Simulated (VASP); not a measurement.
Here is a VASP 6.6.1 calculation.

Contents of INCAR:

```
PREC = Accurate ; ENCUT = 500
EDIFF = 1E-6 ; ISMEAR = -1
SIGMA = 0.01 ; LREAL = False
LASPH = True ; NELM = 120
ALGO = Normal ; ISIF = 2
LWAVE = False ; LCHARG = True
LELF = True ; LVHAR = True
NBANDS = 11 ; GGA_COMPAT = False
```

KPOINTS

```
Automatic mesh
0
Gamma
  10 10 10
```

The input POSCAR:

```
Si
1.0
    0.0000000000      2.7016643793      2.7016643793
    2.7016643793      0.0000000000      2.7016643793
    2.7016643793      2.7016643793      0.0000000000
Si
2
Direct
    0.5000000000      0.5000000000      0.5000000000
    0.7500000000      0.7500000000      0.7500000000
```

Potentials or basis: VASP PAW LDA potentials, release 64 (Si).

The run is started by

```sh
$ cat potpaw_LDA.64/Si/POTCAR > POTCAR
$ mpirun -np 1 vasp_std > vasp.out
```

**Question.** Predict the pressure.

**Answer.** 0.0 GPa.

**Question.** What does it give for the band gap on the k mesh?

**Answer.** 0.45 eV, indirect (least direct gap 2.53 eV).

A k mesh can miss the band edges. As with any semilocal functional, this LDA gap is likely too small.
